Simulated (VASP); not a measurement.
# Ca2Sn2N (P6_3/mmc) in VASP: single point with PBE

Aim: the single point of Ca2Sn2N with PBE.

Program: VASP 6.6.1. These are calculated values, not measurements. Logs are shortened: lines on timing, memory, paths and dates and some standing lists are left out, and cuts for length are marked.

**1. The cell of the first run**

Symmetry: P6_3/mmc, No. 194, hexagonal system. Conventional cell: a = 3.473 Å, b = 3.473 Å, c = 21.497 Å, α = 90.00°, β = 90.00°, γ = 120.00°. Ca (site symmetry 3m) has 3 N at 2.37 Å and 9 Ca at 3.21 to 3.47 Å and 3 Sn at 3.37 Å within 3.5 Å. Sn (site symmetry 3m) has 7 Sn at 2.83 to 3.47 Å and 3 Ca at 3.37 Å within 3.7 Å. Within 3.1 Å of N (site symmetry -3m) lie 6 Ca at 2.37 Å.

**2. Single point, PBE (22.46 Å³/atom)**

The input, INCAR:

```
SYSTEM = Ca2Sn2N
PREC = Accurate ; ENCUT = 520
EDIFF = 1E-6 ; ISMEAR = 0
SIGMA = 0.1 ; LREAL = .False.
LASPH = .True. ; NELM = 60
ALGO = Normal ; ISIF = 2
LWAVE = .False. ; LCHARG = .False.
GGA = PE ; NBANDS = 64
```

The input, KPOINTS:

```
Automatic mesh
0
Gamma
  12 12 2
  0 0 0
```

The input, POSCAR:

```
Ca2Sn2N
1.0
    3.4734527649      0.0000000000      0.0000000000
   -1.7367263825      3.0080983332      0.0000000000
    0.0000000000      0.0000000000     21.4968057065
Ca Sn N
4 4 2
Direct
    0.6666666667      0.3333333333      0.9416055614
    0.3333333333      0.6666666667      0.0583944386
    0.6666666667      0.3333333333      0.5583944386
    0.3333333333      0.6666666667      0.4416055614
    0.3333333333      0.6666666667      0.6841080277
    0.3333333333      0.6666666667      0.8158919723
    0.6666666667      0.3333333333      0.1841080277
    0.6666666667      0.3333333333      0.3158919723
    0.0000000000      0.0000000000      0.0000000000
    0.0000000000      0.0000000000      0.5000000000
```

Potentials or basis: VASP PAW PBE potentials, release 64 (Ca_sv, Sn_d, N).

Started as:

```bash
cat potpaw_PBE.64/Ca_sv/POTCAR potpaw_PBE.64/Sn_d/POTCAR potpaw_PBE.64/N/POTCAR > POTCAR
mpirun -np 1 vasp_std > vasp.out
```

OUTCAR:

```text
SYSTEM = Ca2Sn2N
   PREC = Accurate
   ENCUT = 520
   EDIFF = 1E-6
   ISMEAR = 0
   LREAL = .False.
   LASPH = .True.
   NELM = 60
   ISIF = 2
   GGA = PE

 ion  position               nearest neighbor table
   1  0.667  0.333  0.942-   9 2.37   9 2.37   9 2.37   6 3.37   6 3.37   6 3.37
   2  0.333  0.667  0.058-   9 2.37   9 2.37   9 2.37   7 3.37   7 3.37   7 3.37
   3  0.667  0.333  0.558-  10 2.37  10 2.37  10 2.37   5 3.37   5 3.37   5 3.37
   4  0.333  0.667  0.442-  10 2.37  10 2.37  10 2.37   8 3.37   8 3.37   8 3.37
   5  0.333  0.667  0.684-   6 2.83   3 3.37   3 3.37   3 3.37
   6  0.333  0.667  0.816-   5 2.83   1 3.37   1 3.37   1 3.37
   7  0.667  0.333  0.184-   8 2.83   2 3.37   2 3.37   2 3.37
   8  0.667  0.333  0.316-   7 2.83   4 3.37   4 3.37   4 3.37
   9  0.000  0.000  0.000-   1 2.37   2 2.37   2 2.37   1 2.37   1 2.37   2 2.37
  10  0.000  0.000  0.500-   3 2.37   4 2.37   4 2.37   3 2.37   3 2.37   4 2.37

  LATTYP: Found a hexagonal cell.
 ALAT       =     3.4734527649
 C/A-ratio  =     6.1888867250

  Lattice vectors:

 A1 = (   3.4734527649,   0.0000000000,   0.0000000000)
 A2 = (  -1.7367263825,   3.0080983332,   0.0000000000)
 A3 = (   0.0000000000,   0.0000000000,  21.4968057065)

Analysis of symmetry for initial positions (statically):
=====================================================================
 Subroutine PRICEL returns:
 Original cell was already a primitive cell.

 Routine SETGRP: Setting up the symmetry group for a
 hexagonal supercell.

 Subroutine GETGRP returns: Found 24 space group operations
 (whereof 12 operations were pure point group operations)
 out of a pool of 24 trial point group operations.

The static configuration has the point symmetry D_3d.
 The point group associated with its full space group is D_6h.

Analysis of symmetry for dynamics (positions and initial velocities):
=====================================================================
 Subroutine PRICEL returns:
 Original cell was already a primitive cell.

 Routine SETGRP: Setting up the symmetry group for a
 hexagonal supercell.

 Subroutine GETGRP returns: Found 24 space group operations
 (whereof 12 operations were pure point group operations)
 out of a pool of 24 trial point group operations.

The dynamic configuration has the point symmetry D_3d.
 The point group associated with its full space group is D_6h.

 Subroutine INISYM returns: Found 24 space group operations
 (whereof 12 operations are pure point group operations),
 and found     1 'primitive' translations

----------------------------------------------------------------------------------------

                                     Primitive cell

  volume of cell :     224.6091

  direct lattice vectors                    reciprocal lattice vectors
     3.473452765  0.000000000  0.000000000     0.287897970  0.166217971  0.000000000
    -1.736726383  3.008098333  0.000000000     0.000000000  0.332435941  0.000000000
     0.000000000  0.000000000 21.496805707     0.000000000  0.000000000  0.046518539

  length of vectors
     3.473452765  3.473452765 21.496805707     0.332435941  0.332435941  0.046518539

  position of ions in fractional coordinates (direct lattice)
     0.666666667  0.333333333  0.941605561
     0.333333333  0.666666667  0.058394439
     0.666666667  0.333333333  0.558394439
     0.333333333  0.666666667  0.441605561
     0.333333333  0.666666667  0.684108028
     0.333333333  0.666666667  0.815891972
     0.666666667  0.333333333  0.184108028
     0.666666667  0.333333333  0.315891972
     0.000000000  0.000000000  0.000000000
     0.000000000  0.000000000  0.500000000

  ion indices of the primitive-cell ions
   primitive index   ion index
                 1           1
                 2           2
                 3           3
                 4           4
                 5           5
                 6           6
                 7           7
                 8           8
                 9           9
                10          10

----------------------------------------------------------------------------------------

 KPOINTS: Automatic mesh

Automatic generation of k-mesh.
 Grid dimensions read from file:
 generate k-points for:   12   12    2

 Generating k-lattice:

  Cartesian coordinates                     Fractional coordinates (reciprocal lattice)
     0.023991498  0.013851498  0.000000000     0.083333333  0.000000000  0.000000000
     0.000000000  0.027702995  0.000000000     0.000000000  0.083333333  0.000000000
     0.000000000  0.000000000  0.023259270     0.000000000  0.000000000  0.500000000

  Length of vectors
     0.027702995  0.027702995  0.023259270

  Shift w.r.t. Gamma in fractional coordinates (k-lattice)
     0.000000000  0.000000000  0.000000000

 Subroutine IBZKPT returns following result:
 ===========================================

 Found     38 irreducible k-points:

 Following reciprocal coordinates:
            Coordinates               Weight
  0.000000  0.000000  0.000000      1.000000
  0.083333 -0.000000  0.000000      6.000000
  0.166667  0.000000  0.000000      6.000000
  0.250000  0.000000  0.000000      6.000000
  0.333333  0.000000  0.000000      6.000000
  0.416667 -0.000000  0.000000      6.000000
[... 16 lines left out ...]
  0.250000  0.000000  0.500000      6.000000
  0.333333  0.000000  0.500000      6.000000
 [... further k-points ...]
   k-points           NKPTS =     38   k-points in BZ     NKDIM =     38   number of bands    NBANDS=     64
   number of dos      NEDOS =    301   number of ions     NIONS =     10
   total plane-waves  NPLWV = 125440
   dimension x,y,z NGX =    28 NGY =   28 NGZ =  160
   dimension x,y,z NGXF=    56 NGYF=   56 NGZF=  320
   ions per type =               4   4   2
   NGX,Y,Z   is equivalent  to a cutoff of  13.40, 13.40, 12.37 a.u.
   NGXF,Y,Z  is equivalent  to a cutoff of  26.80, 26.80, 24.75 a.u.
 SYSTEM =  Ca2Sn2N
   PREC   = accura    normal or accurate (medium, high low for compatibility)
   ISTART =      0    job   : 0-new  1-cont  2-samecut
   ICHARG =      2    charge: 1-file 2-atom 10-const
   ISPIN  =      1    spin polarized calculation?
   LNONCOLLINEAR =      F non collinear calculations
   LSORBIT =      F    spin-orbit coupling
   LASPH  =      T    aspherical Exc in radial PAW
   ENCUT  =  520.0 eV  38.22 Ry    6.18 a.u.   6.46  6.46 39.97*2*pi/ulx,y,z
   NELM   =     60;   NELMIN=  2; NELMDL= -5     # of ELM steps
   EDIFF  = 0.1E-05   stopping-criterion for ELM
   LREAL  =      F    real-space projection
   EDIFFG = 0.1E-04   stopping-criterion for IOM
   NSW    =      0    number of steps for IOM
   IBRION =     -1    ionic relax: 0-MD 1-quasi-New 2-CG
   NFREE  =      0    steps in history (QN), initial steepest desc. (CG)
   ISIF   =      2    stress and relaxation
   ISYM   =      2    0-nonsym 1-usesym 2-fastsym
   POTIM  = 0.5000    time-step for ionic-motion
   TEBEG  =    0.0;   TEEND  =   0.0 temperature during run
   PSTRESS=    0.0 pullay stress
   NELECT =     106.0000    total number of electrons
   NUPDOWN=      -1.0000    fix difference up-down
   EMIN   =  10.00;   EMAX   =-10.00  energy-range for DOS
   EFERMI =   0.00;   METHOD = LEGACY
   ISMEAR =     0;   SIGMA  =   0.10  broadening in eV -4-tet -1-fermi 0-gaus
   EFERMI_NEDOS =   21; number of points for ismear=-14 and -15
   IALGO  =     38    algorithm
   IMIX   =      4    mixing-type and parameters
     AMIX     =   0.40;   BMIX     =  1.00
     AMIX_MAG =   1.60;   BMIX_MAG =  1.00
  volume/ion in A,a.u.               =      22.46       151.57
  Fermi-wavevector in a.u.,A,eV,Ry     =   1.274582  2.408610 22.103459  1.624558
  Thomas-Fermi vector in A             =   2.407342
   LORBIT       =      0    0 simple, 1 ext, 2 COOP (PROOUT), +10 PAW based schemes
   GGA     = PE    functional components
   LHFCALC =     F    Hartree Fock is set to
   AEXX    =    0.0000 exact exchange contribution
   IVDW    =     0    specifies the selected vdW correction
   LEPSILON=     F    determine dielectric tensor
   LRPA    =     F    only Hartree local field effects (RPA)
 non-spin polarized calculation
 Gauss-broadening in eV      SIGMA  =   0.10
  energy-cutoff  :      520.00
  volume of cell :      224.61
 maximum number of plane-waves:      6104
 NGX is ok and might be reduce to    28
   NGX = 13   NGY = 13   NGZ = 79

 number of electron     106.0000015 magnetization

 Free energy of the ion-electron system (eV)
  ---------------------------------------------------
  ext. energy  EPLUGINS =         0.00000000
  ---------------------------------------------------
  free energy    TOTEN  =       -45.48382347 eV

  energy without entropy =      -45.47201886  energy(sigma->0) =      -45.47792116

 E-fermi :   5.4630     XC(G=0):  -9.9348

 val. band max:        5.4139443119   @ k =   0.2500   0.1667   0.0000
 cond. band min:       5.5299683526   @ k =   0.4167   0.1667   0.0000
 fundamental gap:      0.1160240407
 Fermi energy:         5.4629844080

 k-point     1 :       0.0000    0.0000    0.0000
  band No.  band energies     occupation
      1     -33.8738      2.00000
      2     -33.8738      2.00000
      3     -33.7865      2.00000
      4     -33.7865      2.00000
      5     -15.9781      2.00000
      6     -15.9771      2.00000
[... 56 lines left out ...]
     63      10.8036      0.00000
     64      10.8245      0.00000

 k-point     2 :       0.0833   -0.0000    0.0000
  band No.  band energies     occupation
      1     -33.8691      2.00000
      2     -33.8691      2.00000
      3     -33.7845      2.00000
      4     -33.7845      2.00000
      5     -15.9745      2.00000
      6     -15.9736      2.00000
[... 1463 lines left out ...]
     63       9.9768      0.00000
     64       9.9770      0.00000

 k-point    24 :       0.3333    0.0000    0.5000
  band No.  band energies     occupation
      1     -33.8172      2.00000
      2     -33.8172      2.00000
      3     -33.7675      2.00000
      4     -33.7675      2.00000
      5     -15.9569      2.00000
      6     -15.9569      2.00000
[... 56 lines left out ...]
     63       9.6360      0.00000
     64       9.6360      0.00000

 [... further k-points ...]

------------------------ aborting loop because EDIFF is reached ----------------------------------------

  FORCE on cell =-STRESS in cart. coord.  units (eV):
  Direction    XX          YY          ZZ          XY          YZ          ZX
  --------------------------------------------------------------------------------------
  -------------------------------------------------------------------------------------
  Total        4.9905549      4.9905549      5.0984641     -0.0000000     -0.0000000      0.0000000
  in kB       35.5985298     35.5985298     36.3682654     -0.0000000     -0.0000000      0.0000000
  external PRESSURE =      35.8551083 kB  Pullay stress =       0.0000000 kB

 VOLUME and BASIS-vectors are now :
 -----------------------------------------------------------------------------
  energy-cutoff  :      520.00
  volume of cell :      224.61
      direct lattice vectors                 reciprocal lattice vectors
     3.473452765  0.000000000  0.000000000     0.287897970  0.166217971  0.000000000
    -1.736726383  3.008098333  0.000000000     0.000000000  0.332435941  0.000000000
     0.000000000  0.000000000 21.496805707     0.000000000  0.000000000  0.046518539

 POSITION                                       TOTAL-FORCE (eV/Angst)
 -----------------------------------------------------------------------------------
      1.73673      1.00270     20.24151         0.000000      0.000000     -0.040177
     -0.00000      2.00540      1.25529         0.000000     -0.000000      0.040177
      1.73673      1.00270     12.00370         0.000000      0.000000      0.040177
     -0.00000      2.00540      9.49311        -0.000000     -0.000000     -0.040177
     -0.00000      2.00540     14.70614        -0.000000     -0.000000      0.010233
     -0.00000      2.00540     17.53907         0.000000      0.000000     -0.010233
      1.73673      1.00270      3.95773        -0.000000     -0.000000      0.010233
      1.73673      1.00270      6.79067        -0.000000     -0.000000     -0.010233
      0.00000      0.00000      0.00000         0.000000     -0.000000      0.000000
      0.00000      0.00000     10.74840         0.000000     -0.000000      0.000000
 -----------------------------------------------------------------------------------
    total drift:                                0.000000      0.000000     -0.000000

  FREE ENERGIE OF THE ION-ELECTRON SYSTEM (eV)
  ---------------------------------------------------
  free  energy   TOTEN  =       -45.4838234733 eV

  energy  without entropy=      -45.4720188559  energy(sigma->0) =      -45.47792116
```

It took 13 min on 1 thread of Oxide Virtual Turin-like, shared host; peak memory 0.6 GiB.

Results:

```yaml
Free_energy: -45.4838 eV
Pressure: 3.6 GPa
Largest_force: 0.040 eV/Å
Band_gap_on_the_k_mesh: zero (bands 53 and 54 overlap by 4.46 eV)
```

Forces in eV/Å, atoms in the order of the input:
```
Ca   0.000  0.000 -0.040
Ca   0.000  0.000  0.040
Ca   0.000  0.000  0.040
Ca   0.000  0.000 -0.040
Sn   0.000  0.000  0.010
Sn   0.000  0.000 -0.010
Sn   0.000  0.000  0.010
Sn   0.000  0.000 -0.010
N    0.000  0.000  0.000
N    0.000  0.000  0.000
```

Levels at points of the mesh, in eV from the Fermi level:
```
           k point  band 52  band 53  band 54  band 55  band 56  band 57
(0.00, 0.00, 0.00)     1.26     2.89     4.12     4.38     4.38     4.42
(0.50, 0.00, 0.00)    -0.98    -0.76    -0.76     1.86     1.90     2.48
(0.00, 0.00, 0.50)     0.68     3.53     3.53     4.40     4.40     4.40
(0.50, 0.00, 0.50)    -1.01    -0.76    -0.76     1.89     1.89     2.49
```

Caveat: the cell stands under pressure; spin-orbit coupling is left out, which moves the levels of the heavy elements.
